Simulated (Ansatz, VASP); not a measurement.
LaAl3N4: VASP beside Ansatz

The input POSCAR:

```
LaAl3N4
1.0
    6.0504111655     -1.6484762686      0.8875291350
    6.0504111655      1.6484762686      0.8875291350
   -1.9182832311      0.0000000000      5.1080299841
Al N La
3 4 1
Direct
   -0.0196134217     -0.0196134217      0.2955416050
    0.3390640360      0.3390640360      1.0304594060
    0.4970004817      0.4970004817      0.7749929862
    0.8195510088      0.8195510088      0.1705469692
    0.0493409721      0.0493409721      0.6386206601
    0.3382080548      0.3382080548      0.6969351582
    0.5083057313      0.5083057313      0.1392954559
    0.7181431371      0.7181431371      0.5036077594
```

INCAR.step1

```
SYSTEM = LaAl3N4
ALGO = Normal
EDIFF = 1E-4
ENCUT = 520
GGA = PE
ISMEAR = 0
LASPH = .True.
LCHARG = .False.
LREAL = .False.
LWAVE = .True.
NBANDS = 30
NELM = 100
PREC = Accurate
SIGMA = 0.01
```

Contents of INCAR.step2:

```
SYSTEM = LaAl3N4
ALGO = Normal
EDIFF = 1E-7
ENCUT = 520
ISIF = 2
ISMEAR = 0
ISTART = 1
LASPH = .True.
LCHARG = .False.
LMIXTAU = .True.
LREAL = .False.
LWAVE = .False.
METAGGA = R2SCAN
NBANDS = 30
NELM = 100
PREC = Accurate
SIGMA = 0.01
```

KPOINTS

```
k-points
0
Gamma
  8 8 6
  0 0 0
```

Input for Ansatz:

```yaml
crystal:
  lattice:
    - [6.0504111655, -1.6484762686, 0.887529135]
    - [6.0504111655, 1.6484762686, 0.887529135]
    - [-1.9182832311, 0.0, 5.1080299841]
  atoms:
    - { symbol: Al, position: [-0.0196134217, -0.0196134217, 0.295541605] }
    - { symbol: Al, position: [0.339064036, 0.339064036, 1.030459406] }
    - { symbol: "N", position: [0.8195510088, 0.8195510088, 0.1705469692] }
    - { symbol: "N", position: [0.0493409721, 0.0493409721, 0.6386206601] }
    - { symbol: Al, position: [0.4970004817, 0.4970004817, 0.7749929862] }
    - { symbol: La, position: [0.7181431371, 0.7181431371, 0.5036077594] }
    - { symbol: "N", position: [0.3382080548, 0.3382080548, 0.6969351582] }
    - { symbol: "N", position: [0.5083057313, 0.5083057313, 0.1392954559] }
kpoints:
  mp_grid: { grid: [8, 8, 6] }
  band_path:
    path:
      - [0.0, 0.0, 0.0]
      - [-0.2690220009, 0.2690220009, 0.0]
      - [-0.7309779991, -0.2690220009, 0.0]
      - [-0.5, -0.5, 0.0]
      - [-0.5, -0.5, 0.5]
      - [-0.740016106, -0.259983894, 0.5]
      - [-0.259983894, 0.259983894, 0.5]
      - [0.0, 0.0, 0.5]
      - [-0.5, 0.0, 0.5]
      - [0.302083, -0.302083, 0.0]
    npoints: 1
hamiltonian:
  xc: r2scan
scf:
  occupations: { method: fixed }
  n_extra_bands: 6
output:
  forces: true
  stress: true
  eigenvalues: true
```

Alike in both runs: task single point; functional r2SCAN; k mesh 8 × 8 × 6; no spin polarisation.

|  | VASP | Ansatz |
| --- | --- | --- |
| version | VASP 6.6.1 | Ansatz 0.2.0 |
| potentials or method | VASP PAW PBE potentials, release 64 (Al, N, La) | plane waves, PAW |
| plane-wave cutoff (eV) | 520 | 500 |
| occupations | gaussian, width 0.01 eV | fixed |
| valence electrons in the cell | 40 | 40 |

Ansatz gave:

| Quantity | Value |
| --- | --- |
| gap on the k mesh at the Fermi level (eV) | 2.44 |
| pressure (GPa) | 0.0 |
| rms of the force components (eV/Å) | 0.001 |

**Question.** What did VASP give for the same quantities?

**Answer.** gap on the k mesh at the Fermi level (eV): 2.46; pressure (GPa): -0.3; rms of the force components (eV/Å): 0.010.

VASP's potentials were made for PBE, not for r2SCAN.

Neither program's run includes spin-orbit coupling.
